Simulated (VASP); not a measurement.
Write the native input for VASP 6.6.1 that does the following.

```
Task                   : single point
Functional             : BLYP
Potentials or basis    : VASP PAW PBE potentials, release 64 (Al)
Cutoff                 : 520 eV
k mesh                 : 14 × 14 × 4
Occupations            : fermi-dirac, width 0.1 eV
Spin                   : no spin polarisation
Dipole correction      : no
Further INCAR settings : ALGO = Normal; EDIFF = 1e-06; NBANDS = 14
```

The structure of Al lies in POSCAR:

```
Al
1.0
    2.7622802262      0.0000000000      0.0000000000
   -1.3811401131      2.3922048483      0.0000000000
    0.0000000000      0.0000000000      9.3270812185
Al
4
Direct
    0.0000000000      1.0000000000      1.0000000000
    0.0000000000      1.0000000000      0.5000000000
    0.3333333333      0.6666666667      0.2500000000
    0.6666666667      0.3333333333      0.7500000000
```

This isn't the form of Al at room conditions, which is fcc.

The input as run:

INCAR

```
PREC = Accurate
ENCUT = 520
EDIFF = 1E-6
ISMEAR = -1
SIGMA = 0.1
LREAL = False
LASPH = True
NELM = 100
ALGO = Normal
ISIF = 2
LWAVE = False
LCHARG = False
GGA = B5
ALDAX = 1.0
AGGAX = 1.0
AGGAC = 1.0
ALDAC = 0.0
NBANDS = 14
```

KPOINTS

```
Automatic mesh
0
Gamma
  14 14 4
```

Potentials or basis: VASP PAW PBE potentials, release 64 (Al).

Run with:

```sh
$ cat potpaw_PBE.64/Al/POTCAR > POTCAR
$ mpirun -np 1 vasp_std > vasp.out
```

It gave:

```
Pressure               : 10.0 GPa
Band gap on the k mesh : zero (bands 6 and 7 overlap by 5.33 eV)
```

Caveat: the cell stands under pressure; the PAW data sets were made with another functional, which shifts forces and pressure a little.

It took 69 s on 1 thread of Intel Xeon 8259CL, with other jobs on the host, peak memory 0.2 GiB.
